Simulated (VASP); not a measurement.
Here is a VASP 6.6.1 calculation.

INCAR

```
SYSTEM = TiO2
PREC     = Accurate       ! precision mode
ENCUT    = 520            ! plane-wave cutoff, eV
EDIFF    = 1E-6           ! SCF threshold, eV
ISMEAR   = 0              ! smearing method
SIGMA    = 0.05           ! smearing width, eV
LREAL    = .FALSE.        ! projectors in reciprocal space
LASPH    = .TRUE.         ! aspherical terms in the spheres
NELM     = 80             ! most SCF steps
ALGO     = Normal         ! electronic algorithm
ISIF     = 2              ! what is computed and relaxed
LWAVE    = .FALSE.        ! write WAVECAR
LCHARG   = .FALSE.        ! write CHGCAR
GGA      = PE             ! functional
NBANDS   = 33             ! bands
```

Contents of KPOINTS:

```
regular mesh
0
G
  6 6 10
  0 0 0
```

File POSCAR:

```
TiO2
1.0
    4.4267000000      0.0000000000      0.0000000000
    0.0000000000      4.4267000000      0.0000000000
    0.0000000000      0.0000000000      2.8058000000
Ti O
2 4
Direct
    0.0000000000      0.0000000000      0.0000000000
    0.5000000000      0.5000000000      0.5000000000
    0.3050970583      0.3050970583      0.0000000000
    0.1949029417      0.8050970583      0.5000000000
    0.6949029417      0.6949029417      0.0000000000
    0.8050970583      0.1949029417      0.5000000000
```

Potentials or basis: VASP PAW PBE potentials, release 64 (Ti_sv, O).

Run with:

```bash
$ cat potpaw_PBE.64/Ti_sv/POTCAR potpaw_PBE.64/O/POTCAR > POTCAR
$ mpirun -np 1 vasp_std > vasp.out
```

**Question.** Predict the largest force.

**Answer.** 1.031 eV/Å.

**Question.** Predict the pressure.

**Answer.** 48.5 GPa.

Forces on the atoms (eV/Å):
```
Ti   0.000  0.000  0.000
Ti   0.000  0.000  0.000
O   -0.729 -0.729  0.000
O    0.729 -0.729  0.000
O    0.729  0.729  0.000
O   -0.729  0.729  0.000
```

Caveat: forces of over 1 eV/Å act on the atoms, so gaps and moduli don't describe the material at rest.
